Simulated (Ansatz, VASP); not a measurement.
Two plane-wave programs on Nb

The input INCAR:

```
SYSTEM = Nb
PREC = Accurate
ENCUT = 520
EDIFF = 1E-7
ISMEAR = -1
SIGMA = 0.05
LREAL = .False.
LASPH = .True.
NELM = 150
ALGO = Normal
ISIF = 2
LWAVE = .False.
LCHARG = .True.
ISPIN = 2
MAGMOM = 1
LORBIT = 11
LMAXMIX = 4
GGA = B5
ALDAX = 1.0
AGGAX = 1.0
AGGAC = 1.0
ALDAC = 0.0
LELF = .True.
LVHAR = .True.
NBANDS = 16
```

Contents of KPOINTS:

```
Automatic mesh
0
Gamma
  22 22 22
  0 0 0
```

File POSCAR:

```
Nb
1.0
   -1.7390900727      1.7390900727      1.7390900727
    1.7390900727     -1.7390900727      1.7390900727
    1.7390900727      1.7390900727     -1.7390900727
Nb
1
Direct
    0.0000000000      0.0000000000      0.0000000000
```

Input for Ansatz:

```yaml
crystal:
  lattice:
    - [-1.7390900727, 1.7390900727, 1.7390900727]
    - [1.7390900727, -1.7390900727, 1.7390900727]
    - [1.7390900727, 1.7390900727, -1.7390900727]
  atoms:
    - { symbol: Nb, position: [0.0, 0.0, 0.0], spin: 1.0 }
hamiltonian:
  xc: blyp
  pseudopotentials:
    kind: paw
    azcp:
      Nb: "pseudopotentials/Nb.paw.azcp"
basis:
  ecutwfc: 420
  fft_grid_basis: typed
kpoints:
  mp_grid: { grid: [22, 22, 22], shift: [0, 0, 0] }
magnetization:
  spin_polarized: true
scf:
  occupations: { method: fermi_dirac, width: 0.05 }
output:
  stress: true
```

Alike in both runs: task single point; functional BLYP; k mesh 22 × 22 × 22; occupations fermi-dirac, width 0.05 eV; collinear spin.

|  | VASP | Ansatz |
| --- | --- | --- |
| version | VASP 6.6.1 | Ansatz 0.2.0 |
| potentials or method | VASP PAW PBE potentials, release 64 (Nb_sv), cutoff 520 eV | plane waves (420 eV) with PAW, scalar-relativistic |
| valence electrons in the cell | 13 | 13 |

|  | VASP | Ansatz | Ansatz less VASP |
| --- | --- | --- | --- |
| pressure (GPa) | -14.0 | -14.0 | +0.01 |
| net moment per atom (μB) | 0.00 | 0.00 | 0.000 |

VASP's potentials were made for PBE, not for BLYP. Ansatz's warnings: seeded moment not kept.
